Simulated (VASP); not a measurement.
# Li2S (Fm-3m) in VASP: single point with PBE

Aim: the single point of Li2S with PBE.

Program: VASP 6.6.1. These are calculated values, not measurements. Logs are shortened: lines on timing, memory, paths and dates and some standing lists are left out, and cuts for length are marked.

## Step 1: The cell of the first run

It takes space group Fm-3m (No. 225, cubic). Conventional cell: a = 5.689 Å, b = 5.689 Å, c = 5.689 Å, α = 90.00°, β = 90.00°, γ = 90.00°. Li (site symmetry -43m) has 4 S at 2.46 Å and 6 Li at 2.84 Å within 3.3 Å. S (site symmetry m-3m) has 8 Li at 2.46 Å within 3.3 Å.

## Step 2: Single point, PBE

Input file INCAR:

```
SYSTEM = Li2S
PREC = Accurate
ENCUT = 750
EDIFF = 1E-6
ISMEAR = 0
SIGMA = 0.01
LREAL = .FALSE.
LASPH = .TRUE.
NELM = 120
ALGO = Normal
ISIF = 2
LWAVE = .FALSE.
LCHARG = .FALSE.
GGA = PE
NBANDS = 13
GGA_COMPAT = .FALSE.
```

Input file KPOINTS:

```
Automatic mesh
0
G
  4 4 4
  0 0 0
```

Input file POSCAR:

```
Li2S
1.0
    0.0000000000      2.8445000000      2.8445000000
    2.8445000000      0.0000000000      2.8445000000
    2.8445000000      2.8445000000      0.0000000000
Li S
2 1
Direct
    0.2500000000      0.2500000000      0.2500000000
    0.7500000000      0.7500000000      0.7500000000
    0.0000000000      0.0000000000      0.0000000000
```

Potentials or basis: VASP PAW PBE potentials, release 64 (Li_sv, S).

Started as:

```bash
$ cat potpaw_PBE.64/Li_sv/POTCAR potpaw_PBE.64/S/POTCAR > POTCAR
$ mpirun -np 1 vasp_std > vasp.out
```

OUTCAR:

```text
SYSTEM = Li2S
   PREC = Accurate
   ENCUT = 750
   EDIFF = 1E-6
   ISMEAR = 0
   LREAL = .FALSE.
   LASPH = .TRUE.
   NELM = 120
   ISIF = 2
   GGA = PE

 ion  position               nearest neighbor table
   1  0.250  0.250  0.250-   3 2.46   3 2.46   3 2.46   3 2.46
   2  0.750  0.750  0.750-   3 2.46   3 2.46   3 2.46   3 2.46
   3  0.000  0.000  0.000-   2 2.46   2 2.46   2 2.46   1 2.46   2 2.46   1 2.46   1 2.46   1 2.46

  LATTYP: Found a face centered cubic cell.
 ALAT       =     5.6890000000

  Lattice vectors:

 A1 = (   0.0000000000,   2.8445000000,   2.8445000000)
 A2 = (   2.8445000000,   0.0000000000,   2.8445000000)
 A3 = (   2.8445000000,   2.8445000000,   0.0000000000)

Analysis of symmetry for initial positions (statically):
=====================================================================
 Subroutine PRICEL returns:
 Original cell was already a primitive cell.

 Routine SETGRP: Setting up the symmetry group for a
 face centered cubic supercell.

 Subroutine GETGRP returns: Found 48 space group operations
 (whereof 48 operations were pure point group operations)
 out of a pool of 48 trial point group operations.

The static configuration has the point symmetry O_h .

Analysis of symmetry for dynamics (positions and initial velocities):
=====================================================================
 Subroutine PRICEL returns:
 Original cell was already a primitive cell.

 Routine SETGRP: Setting up the symmetry group for a
 face centered cubic supercell.

 Subroutine GETGRP returns: Found 48 space group operations
 (whereof 48 operations were pure point group operations)
 out of a pool of 48 trial point group operations.

The dynamic configuration has the point symmetry O_h .

 Subroutine INISYM returns: Found 48 space group operations
 (whereof 48 operations are pure point group operations),
 and found     1 'primitive' translations

----------------------------------------------------------------------------------------

                                     Primitive cell

  volume of cell :      46.0307

  direct lattice vectors                    reciprocal lattice vectors
     0.000000000  2.844500000  2.844500000    -0.175777817  0.175777817  0.175777817
     2.844500000  0.000000000  2.844500000     0.175777817 -0.175777817  0.175777817
     2.844500000  2.844500000  0.000000000     0.175777817  0.175777817 -0.175777817

  length of vectors
     4.022730478  4.022730478  4.022730478     0.304456110  0.304456110  0.304456110

  position of ions in fractional coordinates (direct lattice)
[... 76 lines left out ...]
   NUPDOWN=      -1.0000    fix difference up-down
   EMIN   =  10.00;   EMAX   =-10.00  energy-range for DOS
   EFERMI =   0.00;   METHOD = LEGACY
   ISMEAR =     0;   SIGMA  =   0.01  broadening in eV -4-tet -1-fermi 0-gaus
   EFERMI_NEDOS =   21; number of points for ismear=-14 and -15
   IALGO  =     38    algorithm
   IMIX   =      4    mixing-type and parameters
     AMIX     =   0.40;   BMIX     =  1.00
     AMIX_MAG =   1.60;   BMIX_MAG =  1.00
  volume/ion in A,a.u.               =      15.34       103.54
  Fermi-wavevector in a.u.,A,eV,Ry     =   1.045810  1.976294 14.880934  1.093718
  Thomas-Fermi vector in A             =   2.180621
   LORBIT       =      0    0 simple, 1 ext, 2 COOP (PROOUT), +10 PAW based schemes
   GGA     = PE    functional components
   LHFCALC =     F    Hartree Fock is set to
   AEXX    =    0.0000 exact exchange contribution
   IVDW    =     0    specifies the selected vdW correction
   LEPSILON=     F    determine dielectric tensor
   LRPA    =     F    only Hartree local field effects (RPA)
 non-spin polarized calculation
 Gauss-broadening in eV      SIGMA  =   0.01
  energy-cutoff  :      750.00
  volume of cell :       46.03
 maximum number of plane-waves:      2180
   NGX = 17   NGY = 17   NGZ = 17

 number of electron      11.9999998 magnetization

 Free energy of the ion-electron system (eV)
  ---------------------------------------------------
  ext. energy  EPLUGINS =         0.00000000
  ---------------------------------------------------
  free energy    TOTEN  =       -11.98646313 eV

  energy without entropy =      -11.98646313  energy(sigma->0) =      -11.98646313

 E-fermi :   1.5998     XC(G=0):  -8.5230

 val. band max:        1.4986938004   @ k =   0.0000   0.0000   0.0000
 cond. band min:       4.8819400405   @ k =   0.5000   0.5000   0.0000
 fundamental gap:      3.3832462401
 Fermi energy:         1.5998080545

 k-point     1 :       0.0000    0.0000    0.0000
  band No.  band energies     occupation
      1     -42.6732      2.00000
      2     -42.6299      2.00000
      3      -9.5380      2.00000
      4       1.4987      2.00000
      5       1.4987      2.00000
      6       1.4987      2.00000
      7       5.7900      0.00000
      8       7.7266      0.00000
      9       7.7266      0.00000
     10       7.7266      0.00000
     11      12.6873      0.00000
     12      12.6873      0.00000
     13      13.9459      0.00000
[... 98 lines left out ...]
  band No.  band energies     occupation
      1     -42.6505      2.00000
      2     -42.6505      2.00000
      3      -8.9616      2.00000
      4      -0.3373      2.00000
      5      -0.3373      2.00000
      6      -0.2712      2.00000
      7       6.9797      0.00000
      8       8.8018      0.00000
      9      10.4032      0.00000
     10      10.4032      0.00000
     11      13.4512      0.00000
     12      13.4512      0.00000
     13      14.1611      0.00000

------------------------ aborting loop because EDIFF is reached ----------------------------------------

  FORCE on cell =-STRESS in cart. coord.  units (eV):
  Direction    XX          YY          ZZ          XY          YZ          ZX
  --------------------------------------------------------------------------------------
  -------------------------------------------------------------------------------------
  Total        0.0821018      0.0821018      0.0821018     -0.0000000      0.0000000     -0.0000000
  in kB        2.8576935      2.8576935      2.8576935     -0.0000000      0.0000000     -0.0000000
  external PRESSURE =       2.8576935 kB  Pullay stress =       0.0000000 kB

 VOLUME and BASIS-vectors are now :
 -----------------------------------------------------------------------------
  energy-cutoff  :      750.00
  volume of cell :       46.03
      direct lattice vectors                 reciprocal lattice vectors
     0.000000000  2.844500000  2.844500000    -0.175777817  0.175777817  0.175777817
     2.844500000  0.000000000  2.844500000     0.175777817 -0.175777817  0.175777817
     2.844500000  2.844500000  0.000000000     0.175777817  0.175777817 -0.175777817

 POSITION                                       TOTAL-FORCE (eV/Angst)
 -----------------------------------------------------------------------------------
      1.42225      1.42225      1.42225        -0.000000     -0.000000     -0.000000
      4.26675      4.26675      4.26675         0.000000      0.000000      0.000000
      0.00000      0.00000      0.00000         0.000000      0.000000      0.000000
 -----------------------------------------------------------------------------------
    total drift:                                0.000000      0.000000      0.000000

  FREE ENERGIE OF THE ION-ELECTRON SYSTEM (eV)
  ---------------------------------------------------
  free  energy   TOTEN  =       -11.9864631253 eV

  energy  without entropy=      -11.9864631253  energy(sigma->0) =      -11.98646313
```

stdout:

```text
POSCAR found type information on POSCAR LiS
 POSCAR found :  2 types and       3 ions
 scaLAPACK will be used
 LDA part: xc-table for (Slater+PW92), standard interpolation
 POSCAR, INCAR and KPOINTS ok, starting setup
 FFT: planning ... GRIDC
 FFT: planning ... GRID_SOFT
 FFT: planning ... GRID
 WAVECAR not read
 entering main loop
```

Run time: 16 s. Hardware: 1 thread of AMD EPYC 7R13, shared host; peak memory 0.16 GiB.

Results:

| Property | Result |
| --- | --- |
| Free energy | -11.9865 eV |
| Pressure | 0.3 GPa |
| Band gap on the k mesh | 3.38 eV, indirect (least direct gap 4.29 eV) |

Caveat: the k points lie up to 0.48 Å⁻¹ apart.
